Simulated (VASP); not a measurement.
# Si (P1) in VASP: single point with LDA

Aim: the single point of Si with LDA.

All numbers are computed with VASP 6.6.1; they aren't measurements. Logs are shortened: lines on timing, memory, paths and dates and some standing lists are left out, and cuts for length are marked.

## Step 1: The cell of the first run

The typed cell holds 4 atoms: a = 5.024 Å, b = 4.937 Å, c = 4.951 Å, α = 94.58°, β = 103.77°, γ = 131.78°.

## Step 2: Single point, LDA (atoms moved at random and the cell strained at random)

INCAR reads:

```
SYSTEM = Si
PREC = Accurate
ENCUT = 520
EDIFF = 1E-6
ISMEAR = 0
SIGMA = 0.03
LREAL = .FALSE.
LASPH = .TRUE.
NELM = 80
ALGO = Normal
ISIF = 2
LWAVE = .FALSE.
LCHARG = .FALSE.
GGA = CA
NBANDS = 16
```

KPOINTS reads:

```
regular mesh
0
G
  10 10 10
  0 0 0
```

POSCAR reads:

```
Si
1.0
   -3.3498300122      3.1056702004      2.0916982884
    3.3479807116     -3.0416648058      1.9777765501
    3.3584901199      3.0503249134     -1.9809756469
Si
4
Direct
    0.1896541977      0.1802576840      0.3566703203
    0.8122115463      0.8093228293      0.6280453187
    0.1616131889      0.8001727557     -0.0042244106
    0.8365210671      0.2102467310      0.0195087716
```

Potentials or basis: VASP PAW LDA potentials, release 64 (Si).

Command:

```
> cat potpaw_LDA.64/Si/POTCAR > POTCAR
> mpirun -np 1 vasp_std > vasp.out
```

OUTCAR:

```text
SYSTEM = Si
   PREC = Accurate
   ENCUT = 520
   EDIFF = 1E-6
   ISMEAR = 0
   LREAL = .FALSE.
   LASPH = .TRUE.
   NELM = 80
   ISIF = 2
   GGA = CA

 ion  position               nearest neighbor table
   1  0.190  0.180  0.357-   4 2.22   2 2.37   3 2.39   2 2.39
   2  0.812  0.809  0.628-   3 2.23   1 2.37   1 2.39   4 2.58
   3  0.162  0.800  0.996-   4 2.23   2 2.23   1 2.39   4 2.50
   4  0.837  0.210  0.020-   1 2.22   3 2.23   3 2.50   2 2.58

  LATTYP: Found a triclinic cell.
 ALAT       =     4.9505759742
 B/A-ratio  =     1.3546862468
 C/A-ratio  =     0.8221222324
 COS(alpha) =     0.0009110252
 COS(beta)  =     0.3907194638
 COS(gamma) =     0.6793897947

  Lattice vectors:

 A1 = (   3.3584901199,   3.0503249134,  -1.9809756469)
 A2 = (   6.7064708315,   0.0086601076,  -0.0031990968)
 A3 = (   0.0018493006,  -0.0640053946,  -4.0694748385)

Analysis of symmetry for initial positions (statically):
=====================================================================
 Subroutine PRICEL returns:
 Original cell was already a primitive cell.

 Routine SETGRP: Setting up the symmetry group for a
 triclinic supercell.

 Subroutine GETGRP returns: Found  1 space group operations
 (whereof  1 operations were pure point group operations)
 out of a pool of  2 trial point group operations.

The static configuration has the point symmetry C_1 .

Analysis of symmetry for dynamics (positions and initial velocities):
=====================================================================
 Subroutine PRICEL returns:
 Original cell was already a primitive cell.

 Routine SETGRP: Setting up the symmetry group for a
 triclinic supercell.

 Subroutine GETGRP returns: Found  1 space group operations
 (whereof  1 operations were pure point group operations)
 out of a pool of  2 trial point group operations.

The dynamic configuration has the point symmetry C_1 .

 Subroutine INISYM returns: Found  1 space group operations
 (whereof  1 operations are pure point group operations),
 and found     1 'primitive' translations

----------------------------------------------------------------------------------------

                                     Primitive cell

  volume of cell :      83.9802
[... 86 lines left out ...]
   ICHARG =      2    charge: 1-file 2-atom 10-const
   ISPIN  =      1    spin polarized calculation?
   LNONCOLLINEAR =      F non collinear calculations
   LSORBIT =      F    spin-orbit coupling
   LASPH  =      T    aspherical Exc in radial PAW
   ENCUT  =  520.0 eV  38.22 Ry    6.18 a.u.   9.34  9.18  9.20*2*pi/ulx,y,z
   NELM   =     80;   NELMIN=  2; NELMDL= -5     # of ELM steps
   EDIFF  = 0.1E-05   stopping-criterion for ELM
   LREAL  =      F    real-space projection
   EDIFFG = 0.1E-04   stopping-criterion for IOM
   NSW    =      0    number of steps for IOM
   IBRION =     -1    ionic relax: 0-MD 1-quasi-New 2-CG
   NFREE  =      0    steps in history (QN), initial steepest desc. (CG)
   ISIF   =      2    stress and relaxation
   ISYM   =      2    0-nonsym 1-usesym 2-fastsym
   POTIM  = 0.5000    time-step for ionic-motion
   TEBEG  =    0.0;   TEEND  =   0.0 temperature during run
   PSTRESS=    0.0 pullay stress
   NELECT =      16.0000    total number of electrons
   NUPDOWN=      -1.0000    fix difference up-down
   EMIN   =  10.00;   EMAX   =-10.00  energy-range for DOS
   EFERMI =   0.00;   METHOD = LEGACY
   ISMEAR =     0;   SIGMA  =   0.03  broadening in eV -4-tet -1-fermi 0-gaus
   EFERMI_NEDOS =   21; number of points for ismear=-14 and -15
   IALGO  =     38    algorithm
   IMIX   =      4    mixing-type and parameters
     AMIX     =   0.40;   BMIX     =  1.00
     AMIX_MAG =   1.60;   BMIX_MAG =  1.00
  volume/ion in A,a.u.               =      21.00       141.68
  Fermi-wavevector in a.u.,A,eV,Ry     =   0.942011  1.780142 12.073596  0.887384
  Thomas-Fermi vector in A             =   2.069578
   LORBIT       =      0    0 simple, 1 ext, 2 COOP (PROOUT), +10 PAW based schemes
   GGA     = CA    functional components
   LHFCALC =     F    Hartree Fock is set to
   AEXX    =    0.0000 exact exchange contribution
   IVDW    =     0    specifies the selected vdW correction
   LEPSILON=     F    determine dielectric tensor
   LRPA    =     F    only Hartree local field effects (RPA)
 non-spin polarized calculation
 Gauss-broadening in eV      SIGMA  =   0.03
  energy-cutoff  :      520.00
  volume of cell :       83.98
 maximum number of plane-waves:      2283
 NGX is ok and might be reduce to    40
   NGX = 19   NGY = 19   NGZ = 19

 number of electron      16.0000000 magnetization

 Free energy of the ion-electron system (eV)
  ---------------------------------------------------
  ext. energy  EPLUGINS =         0.00000000
  ---------------------------------------------------
  free energy    TOTEN  =       -22.74956370 eV

  energy without entropy =      -22.74935791  energy(sigma->0) =      -22.74946081

 E-fermi :   5.4422     XC(G=0):  -9.3734

 val. band max:        5.4358528159   @ k =  -0.3000   0.4000   0.4000
 cond. band min:       5.4460682099   @ k =   0.5000   0.3000   0.5000
 fundamental gap:      0.0102153940
 Fermi energy:         5.4421968536

 k-point     1 :       0.0000    0.0000    0.0000
  band No.  band energies     occupation
      1      -6.6504      2.00000
      2      -1.9014      2.00000
      3      -0.5767      2.00000
      4       0.6784      2.00000
      5       1.8854      2.00000
      6       3.1734      2.00000
[... 433 lines left out ...]
      3      -0.0748      2.00000
      4       0.4760      2.00000
      5       2.5936      2.00000
      6       2.9415      2.00000
[... 8 lines left out ...]
     15      11.4426      0.00000
     16      12.0487      0.00000

 [... further k-points ...]
[... 5 lines left out ...]
  --------------------------------------------------------------------------------------
  -------------------------------------------------------------------------------------
  Total       -3.1885435      7.1439069     -3.4399279     -0.4385555     -1.6903324      0.9805563
  in kB      -60.8311490    136.2917155    -65.6270689     -8.3667770    -32.2482238     18.7070894
  external PRESSURE =       3.2778325 kB  Pullay stress =       0.0000000 kB

 VOLUME and BASIS-vectors are now :
 -----------------------------------------------------------------------------
  energy-cutoff  :      520.00
  volume of cell :       83.98
      direct lattice vectors                 reciprocal lattice vectors
    -3.349830012  3.105670200  2.091698288    -0.000088082  0.158068343  0.243245787
     3.347980712 -3.041664806  1.977776550     0.149232989 -0.004632239  0.245872626
     3.358490120  3.050324913 -1.980975647     0.148898985  0.162278496 -0.002484679

 POSITION                                       TOTAL-FORCE (eV/Angst)
 -----------------------------------------------------------------------------------
      1.16606      1.12868      0.04665        -0.017391      1.274795     -0.267765
      2.09811      1.97651      2.05542         0.811488     -1.075676      0.263534
      5.48189      1.10550     -0.05200         0.494261      0.912927      1.622609
     -2.03278      2.01797      2.12692        -1.288358     -1.112046     -1.618378
 -----------------------------------------------------------------------------------
    total drift:                                0.000001      0.000003      0.000017

  FREE ENERGIE OF THE ION-ELECTRON SYSTEM (eV)
  ---------------------------------------------------
  free  energy   TOTEN  =       -22.7495636981 eV

  energy  without entropy=      -22.7493579123  energy(sigma->0) =      -22.74946081
```

OSZICAR:

```text
N       E                     dE             d eps       ncg     rms          rms(c)
DAV:   1     0.234887007699E+02    0.23489E+02   -0.58564E+03 16128   0.812E+02
DAV:   2    -0.215607146933E+02   -0.45049E+02   -0.40695E+02 21848   0.118E+02
DAV:   3    -0.234073069200E+02   -0.18466E+01   -0.18318E+01 21984   0.227E+01
DAV:   4    -0.234318984794E+02   -0.24592E-01   -0.24585E-01 20264   0.338E+00
DAV:   5    -0.234324181311E+02   -0.51965E-03   -0.51963E-03 22424   0.465E-01    0.722E+00
DAV:   6    -0.229254196500E+02    0.50700E+00   -0.29454E-01 19904   0.283E+00    0.423E+00
DAV:   7    -0.227509559779E+02    0.17446E+00   -0.40042E-01 21256   0.311E+00    0.653E-01
DAV:   8    -0.227494749724E+02    0.14810E-02   -0.52611E-02 18936   0.135E+00    0.353E-01
DAV:   9    -0.227495975033E+02   -0.12253E-03   -0.27298E-03 21184   0.303E-01    0.139E-01
DAV:  10    -0.227495601980E+02    0.37305E-04   -0.47969E-04 21152   0.120E-01    0.518E-02
DAV:  11    -0.227495673363E+02   -0.71383E-05   -0.49603E-05 21264   0.395E-02    0.230E-02
DAV:  12    -0.227495634190E+02    0.39173E-05   -0.97574E-06 20216   0.178E-02    0.829E-03
DAV:  13    -0.227495636981E+02   -0.27911E-06   -0.15802E-06 16224   0.732E-03
   1 F= -.22749564E+02 E0= -.22749461E+02  d E =-.205786E-03
```

stdout:

```text
POSCAR found type information on POSCAR Si
 POSCAR found :  1 types and       4 ions
 scaLAPACK will be used
 LDA part: xc-table for (Slater(with rela. corr.)+CA(PZ))
 , standard interpolation
 POSCAR, INCAR and KPOINTS ok, starting setup
 FFT: planning ... GRIDC
 FFT: planning ... GRID_SOFT
 FFT: planning ... GRID
 WAVECAR not read
 entering main loop
```

It took 11 min on 1 thread of Intel Xeon Platinum 8488C (Sapphire Rapids), shared host; peak memory 0.55 GiB.

What came out:

- Free energy: -22.7496 eV
- Pressure: 0.3 GPa
- Largest force: 2.349 eV/Å
- Band gap on the k mesh: zero (bands 8 and 9 overlap by 0.38 eV)

Forces in eV/Å, atoms in the order of the input:
```
Si  -0.017  1.275 -0.268
Si   0.811 -1.076  0.264
Si   0.494  0.913  1.623
Si  -1.288 -1.112 -1.618
```

Levels at points of the mesh, in eV from the Fermi level:
```csv
k point,band 6,band 7,band 8,band 9,band 10,band 11
"(0.00, 0.00, 0.00)",-2.27,-1.64,-0.50,0.50,0.81,1.67
"(0.50, 0.00, 0.00)",-3.16,-1.90,-1.31,1.41,2.66,3.28
"(0.00, 0.50, 0.00)",-3.53,-2.71,-0.90,0.54,2.49,3.04
"(0.50, 0.50, 0.00)",-2.64,-2.12,-1.44,0.68,1.16,2.14
"(0.00, 0.00, 0.50)",-2.56,-2.16,-1.51,0.80,1.02,2.15
"(0.50, 0.00, 0.50)",-3.85,-2.52,-0.78,0.18,2.92,3.49
"(0.00, 0.50, 0.50)",-3.10,-2.26,-1.14,1.17,2.99,3.50
"(0.50, 0.50, 0.50)",-0.74,-0.54,-0.04,0.79,2.39,3.71
```

Caveat: the cell differs from its parent crystal (atoms moved at random and the cell strained at random); semilocal functionals underestimate gaps, so a narrow gap can read as zero; forces of over 1 eV/Å act on the atoms, so gaps and moduli don't describe the material at rest.
